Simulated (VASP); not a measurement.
# Zn (P2_1/m) in VASP: notebook

The runs below take Zn through single point, with PBE.

Everything below comes from runs of VASP 6.6.1. Logs are shortened: lines on timing, memory, paths and dates and some standing lists are left out, and cuts for length are marked.

### 1 The cell of the first run

Symmetry: P2_1/m, No. 11, monoclinic system. Conventional cell: a = 2.665 Å, b = 4.947 Å, c = 2.665 Å, α = 90.00°, β = 120.00°, γ = 90.00°. Zn (site symmetry m) has 12 Zn at 2.66 to 2.99 Å within 3.5 Å.

### 2 Single point, PBE (atom 1 (Zn) moved by (-0.200, -0.100) A along x and y)

The input, INCAR:

```
SYSTEM = Zn
PREC = Accurate
ENCUT = 520
EDIFF = 1E-7
ISMEAR = 0
SIGMA = 0.15
LREAL = .False.
LASPH = .True.
NELM = 80
ALGO = Fast
ISIF = 2
LWAVE = .False.
LCHARG = .False.
GGA = PE
NBANDS = 19
```

The input, KPOINTS:

```
regular mesh
0
Gamma
  24 24 10
  0 0 0
```

The input, POSCAR:

```
Zn
1.0
    2.6647980532      0.0000000000      0.0000000000
   -1.3323990266      2.3077828100      0.0000000000
    0.0000000000      0.0000000000      4.9467000000
Zn
2
Direct
    0.2366149247      0.6233350327      0.2500000000
    0.6666666667      0.3333333333      0.7500000000
```

Potentials or basis: VASP PAW PBE potentials, release 64 (Zn).

On the command line:

```sh
$ cat potpaw_PBE.64/Zn/POTCAR > POTCAR
$ mpirun -np 1 vasp_std > vasp.out
```

OUTCAR:

```text
SYSTEM = Zn
   PREC = Accurate
   ENCUT = 520
   EDIFF = 1E-7
   ISMEAR = 0
   LREAL = .False.
   LASPH = .True.
   NELM = 80
   ISIF = 2
   GGA = PE

 ion  position               nearest neighbor table
   1  0.237  0.623  0.250-   2 2.80   2 2.80   2 2.97   2 2.97   2 2.99   2 2.99
   2  0.667  0.333  0.750-   1 2.80   1 2.80   1 2.97   1 2.97   1 2.99   1 2.99

  LATTYP: Found a hexagonal cell.
 ALAT       =     2.6647980532
 C/A-ratio  =     1.8563132745

  Lattice vectors:

 A1 = (   2.6647980532,   0.0000000000,   0.0000000000)
 A2 = (  -1.3323990266,   2.3077828100,   0.0000000000)
 A3 = (   0.0000000000,   0.0000000000,   4.9467000000)

Analysis of symmetry for initial positions (statically):
=====================================================================
 Subroutine PRICEL returns:
 Original cell was already a primitive cell.

 Routine SETGRP: Setting up the symmetry group for a
 hexagonal supercell.

 Subroutine GETGRP returns: Found  4 space group operations
 (whereof  1 operations were pure point group operations)
 out of a pool of 24 trial point group operations.

The static configuration has the point symmetry C_1 .
 The point group associated with its full space group is C_2h.

Analysis of symmetry for dynamics (positions and initial velocities):
=====================================================================
 Subroutine PRICEL returns:
 Original cell was already a primitive cell.

 Routine SETGRP: Setting up the symmetry group for a
 hexagonal supercell.

 Subroutine GETGRP returns: Found  4 space group operations
 (whereof  1 operations were pure point group operations)
 out of a pool of 24 trial point group operations.

The dynamic configuration has the point symmetry C_1 .
 The point group associated with its full space group is C_2h.

 Subroutine INISYM returns: Found  4 space group operations
 (whereof  1 operations are pure point group operations),
 and found     1 'primitive' translations

----------------------------------------------------------------------------------------

                                     Primitive cell

  volume of cell :      30.4211

  direct lattice vectors                    reciprocal lattice vectors
     2.664798053  0.000000000  0.000000000     0.375262958  0.216658170  0.000000000
    -1.332399027  2.307782810  0.000000000     0.000000000  0.433316340  0.000000000
     0.000000000  0.000000000  4.946700000     0.000000000  0.000000000  0.202154972

  length of vectors
     2.664798053  2.664798053  4.946700000     0.433316340  0.433316340  0.202154972

  position of ions in fractional coordinates (direct lattice)
[... 79 lines left out ...]
   EDIFF  = 0.1E-06   stopping-criterion for ELM
   LREAL  =      F    real-space projection
   EDIFFG = 0.1E-05   stopping-criterion for IOM
   NSW    =      0    number of steps for IOM
   IBRION =     -1    ionic relax: 0-MD 1-quasi-New 2-CG
   NFREE  =      0    steps in history (QN), initial steepest desc. (CG)
   ISIF   =      2    stress and relaxation
   ISYM   =      2    0-nonsym 1-usesym 2-fastsym
   POTIM  = 0.5000    time-step for ionic-motion
   TEBEG  =    0.0;   TEEND  =   0.0 temperature during run
   PSTRESS=    0.0 pullay stress
   NELECT =      24.0000    total number of electrons
   NUPDOWN=      -1.0000    fix difference up-down
   EMIN   =  10.00;   EMAX   =-10.00  energy-range for DOS
   EFERMI =   0.00;   METHOD = LEGACY
   ISMEAR =     0;   SIGMA  =   0.15  broadening in eV -4-tet -1-fermi 0-gaus
   EFERMI_NEDOS =   21; number of points for ismear=-14 and -15
   IALGO  =     68    algorithm
   IMIX   =      4    mixing-type and parameters
     AMIX     =   0.40;   BMIX     =  1.00
     AMIX_MAG =   1.60;   BMIX_MAG =  1.00
  volume/ion in A,a.u.               =      15.21       102.65
  Fermi-wavevector in a.u.,A,eV,Ry     =   1.512703  2.858594 31.133805  2.288270
  Thomas-Fermi vector in A             =   2.622592
   LORBIT       =      0    0 simple, 1 ext, 2 COOP (PROOUT), +10 PAW based schemes
   GGA     = PE    functional components
   LHFCALC =     F    Hartree Fock is set to
   AEXX    =    0.0000 exact exchange contribution
   IVDW    =     0    specifies the selected vdW correction
   LEPSILON=     F    determine dielectric tensor
   LRPA    =     F    only Hartree local field effects (RPA)
 non-spin polarized calculation
 RMM-DIIS sequential band-by-band and
 Gauss-broadening in eV      SIGMA  =   0.15
  energy-cutoff  :      520.00
  volume of cell :       30.42
 maximum number of plane-waves:       855
   NGX =  9   NGY =  9   NGZ = 19

 number of electron      24.0000012 magnetization

 Free energy of the ion-electron system (eV)
  ---------------------------------------------------
  ext. energy  EPLUGINS =         0.00000000
  ---------------------------------------------------
  free energy    TOTEN  =        -2.20165239 eV

  energy without entropy =       -2.19756981  energy(sigma->0) =       -2.19961110

 E-fermi :   3.1241     XC(G=0): -11.5501

 val. band max:        3.1059530040   @ k =   0.0833   0.2083  -0.1000
 cond. band min:       3.1288246194   @ k =   0.4167  -0.0833   0.0000
 fundamental gap:      0.0228716154
 Fermi energy:         3.1241059798

 k-point     1 :       0.0000    0.0000    0.0000
  band No.  band energies     occupation
      1      -7.2887      2.00000
      2      -5.4900      2.00000
      3      -4.8304      2.00000
      4      -4.5808      2.00000
      5      -4.5596      2.00000
      6      -4.5379      2.00000
[... 505 lines left out ...]
      6      -4.3590      2.00000
[... 11 lines left out ...]
     18      17.3868      0.00000
     19      20.1759      0.00000

 [... further k-points ...]

------------------------ aborting loop because EDIFF is reached ----------------------------------------

  FORCE on cell =-STRESS in cart. coord.  units (eV):
  Direction    XX          YY          ZZ          XY          YZ          ZX
  --------------------------------------------------------------------------------------
  -------------------------------------------------------------------------------------
  Total       -0.1105478     -0.0644134      0.3439681     -0.0532280      0.0000000      0.0000000
  in kB       -5.8221812     -3.3924360     18.1156496     -2.8033394      0.0000000      0.0000000
  external PRESSURE =       2.9670108 kB  Pullay stress =       0.0000000 kB

 VOLUME and BASIS-vectors are now :
 -----------------------------------------------------------------------------
  energy-cutoff  :      520.00
  volume of cell :       30.42
      direct lattice vectors                 reciprocal lattice vectors
     2.664798053  0.000000000  0.000000000     0.375262958  0.216658170  0.000000000
    -1.332399027  2.307782810  0.000000000     0.000000000  0.433316340  0.000000000
     0.000000000  0.000000000  4.946700000     0.000000000  0.000000000  0.202154972

 POSITION                                       TOTAL-FORCE (eV/Angst)
 -----------------------------------------------------------------------------------
     -0.20000      1.43852      1.23667         0.124550      0.068114     -0.000000
      1.33240      0.76926      3.71002        -0.124550     -0.068114      0.000000
 -----------------------------------------------------------------------------------
    total drift:                                0.000000      0.000015      0.000000

  FREE ENERGIE OF THE ION-ELECTRON SYSTEM (eV)
  ---------------------------------------------------
  free  energy   TOTEN  =        -2.2016523902 eV

  energy  without entropy=       -2.1975698095  energy(sigma->0) =       -2.19961110
```

It took 7.8 min on 1 thread of Intel Xeon 6975P-C (Granite Rapids), shared host; peak memory 0.83 GiB.

What came out:

```yaml
Free_energy: -2.2017 eV
Pressure: 0.3 GPa
Largest_force: 0.142 eV/Å
Band_gap_on_the_k_mesh: zero (bands 12 and 13 overlap by 4.52 eV)
```

Forces on the atoms (eV/Å):
```
Zn   0.125  0.068  0.000
Zn  -0.125 -0.068  0.000
```

Levels at points of the mesh, in eV from the Fermi level:
| k point | band 9 | band 10 | band 11 | band 12 | band 13 | band 14 | band 15 | band 16 |
| --- | --- | --- | --- | --- | --- | --- | --- | --- |
| (0.00, 0.00, 0.00) | -7.26 | -7.17 | -7.08 | -3.65 | -3.05 | 13.61 | 17.09 | 17.29 |
| (0.50, 0.00, 0.00) | -6.94 | -6.91 | -2.68 | -2.39 | 3.05 | 3.65 | 4.14 | 5.03 |
| (0.00, 0.50, 0.00) | -6.93 | -6.92 | -2.92 | -2.09 | 2.43 | 3.28 | 4.25 | 5.97 |
| (0.50, 0.50, 0.00) | -6.93 | -6.92 | -2.93 | -2.07 | 2.39 | 3.23 | 4.29 | 6.03 |
| (0.00, 0.00, 0.50) | -7.20 | -7.20 | -7.19 | -7.19 | 4.58 | 4.58 | 18.67 | 18.67 |
| (0.50, 0.00, 0.50) | -6.92 | -6.92 | -1.99 | -1.99 | 0.25 | 0.25 | 9.87 | 9.87 |
| (0.00, 0.50, 0.50) | -6.92 | -6.92 | -1.81 | -1.81 | 0.00 | 0.00 | 10.27 | 10.27 |
| (0.50, 0.50, 0.50) | -6.92 | -6.92 | -1.79 | -1.79 | -0.02 | -0.02 | 10.32 | 10.32 |

Caveat: the cell differs from its parent crystal (atom 1 (Zn) moved by (-0.200, -0.100) A along x and y).

### 3 Single point, PBE (atom 1 (Zn) moved by (-0.100, +0.200) A along x and y)

The input, INCAR:

```
SYSTEM = Zn
ALGO     = Fast           ! electronic algorithm
EDIFF    = 1E-6           ! SCF threshold, eV
ENCUT    = 520            ! plane-wave cutoff, eV
GGA      = PE             ! functional
ISIF     = 2              ! what is computed and relaxed
ISMEAR   = 0              ! smearing method
LASPH    = .TRUE.         ! aspherical terms in the spheres
LCHARG   = .FALSE.        ! write CHGCAR
LREAL    = .FALSE.        ! projectors in reciprocal space
LWAVE    = .FALSE.        ! write WAVECAR
NBANDS   = 19             ! bands
NELM     = 60             ! most SCF steps
PREC     = Accurate       ! precision mode
SIGMA    = 0.15           ! smearing width, eV
```

The input, KPOINTS:

```
k-points
0
G
  24 24 10
  0 0 0
```

Edit POSCAR of step 2 so:

```diff
@@ -8,3 +8,3 @@
 Direct
-    0.2366149247      0.6233350327      0.2500000000
+    0.3391386715      0.7533299346      0.2500000000
     0.6666666667      0.3333333333      0.7500000000
```

Potentials or basis: VASP PAW PBE potentials, release 64 (Zn).

On the command line:

```sh
$ cat potpaw_PBE.64/Zn/POTCAR > POTCAR
$ mpirun -np 1 vasp_std > vasp.out
```

OUTCAR:

```text
SYSTEM = Zn
   EDIFF = 1E-6
   ENCUT = 520
   GGA = PE
   ISIF = 2
   ISMEAR = 0
   LASPH = .TRUE.
   LREAL = .FALSE.
   NELM = 60
   PREC = Accurate

 ion  position               nearest neighbor table
   1  0.339  0.753  0.250-   2 2.81   2 2.81   2 2.93   2 2.93   2 3.02   2 3.02
   2  0.667  0.333  0.750-   1 2.81   1 2.81   1 2.93   1 2.93   1 3.02   1 3.02

  LATTYP: Found a hexagonal cell.
 ALAT       =     2.6647980532
 C/A-ratio  =     1.8563132745

  Lattice vectors:

 A1 = (   2.6647980532,   0.0000000000,   0.0000000000)
 A2 = (  -1.3323990266,   2.3077828100,   0.0000000000)
 A3 = (   0.0000000000,   0.0000000000,   4.9467000000)

Analysis of symmetry for initial positions (statically):
=====================================================================
 Subroutine PRICEL returns:
 Original cell was already a primitive cell.

 Routine SETGRP: Setting up the symmetry group for a
 hexagonal supercell.

 Subroutine GETGRP returns: Found  4 space group operations
 (whereof  1 operations were pure point group operations)
 out of a pool of 24 trial point group operations.

The static configuration has the point symmetry C_1 .
[... 161 lines left out ...]

  energy without entropy =       -2.19929326  energy(sigma->0) =       -2.20134432

 E-fermi :   3.1222     XC(G=0): -11.5503

 val. band max:        3.1189275059   @ k =   0.2083   0.0833   0.1000
 cond. band min:       3.1254163670   @ k =  -0.0833   0.2917   0.1000
 fundamental gap:      0.0064888610
 Fermi energy:         3.1222456752

 k-point     1 :       0.0000    0.0000    0.0000
  band No.  band energies     occupation
      1      -7.2887      2.00000
      2      -5.4913      2.00000
      3      -4.8293      2.00000
      4      -4.5831      2.00000
      5      -4.5579      2.00000
      6      -4.5346      2.00000
[... 505 lines left out ...]
      6      -4.4412      2.00000
[... 11 lines left out ...]
     18      17.7034      0.00000
     19      19.7674      0.00000

 [... further k-points ...]

------------------------ aborting loop because EDIFF is reached ----------------------------------------

  FORCE on cell =-STRESS in cart. coord.  units (eV):
  Direction    XX          YY          ZZ          XY          YZ          ZX
  --------------------------------------------------------------------------------------
  -------------------------------------------------------------------------------------
  Total       -0.0016587     -0.1153010      0.3548818     -0.0521040      0.0000000      0.0000000
  in kB       -0.0873597     -6.0725162     18.6904395     -2.7441450      0.0000000      0.0000000
  external PRESSURE =       4.1768545 kB  Pullay stress =       0.0000000 kB

 VOLUME and BASIS-vectors are now :
 -----------------------------------------------------------------------------
  energy-cutoff  :      520.00
  volume of cell :       30.42
      direct lattice vectors                 reciprocal lattice vectors
     2.664798053  0.000000000  0.000000000     0.375262958  0.216658170  0.000000000
    -1.332399027  2.307782810  0.000000000     0.000000000  0.433316340  0.000000000
     0.000000000  0.000000000  4.946700000     0.000000000  0.000000000  0.202154972

 POSITION                                       TOTAL-FORCE (eV/Angst)
 -----------------------------------------------------------------------------------
     -0.10000      1.73852      1.23667         0.027497     -0.118899      0.000000
      1.33240      0.76926      3.71002        -0.027497      0.118899      0.000000
 -----------------------------------------------------------------------------------
    total drift:                                0.000004     -0.000034     -0.000000

  FREE ENERGIE OF THE ION-ELECTRON SYSTEM (eV)
  ---------------------------------------------------
  free  energy   TOTEN  =        -2.2033953888 eV

  energy  without entropy=       -2.1992932603  energy(sigma->0) =       -2.20134432
```

Run time: 5.4 min. Hardware: 1 thread of Intel Xeon 6975P-C (Granite Rapids), shared host; peak memory 0.83 GiB.

What came out:

```yaml
Free_energy: -2.2034 eV
Pressure: 0.4 GPa
Largest_force: 0.122 eV/Å
Band_gap_on_the_k_mesh: zero (bands 12 and 13 overlap by 4.54 eV)
```

Forces on the atoms (eV/Å):
```
Zn   0.027 -0.119  0.000
Zn  -0.027  0.119  0.000
```

Caveat: the cell differs from its parent crystal (atom 1 (Zn) moved by (-0.100, +0.200) A along x and y).

(Part 1 of 2 ends here.)
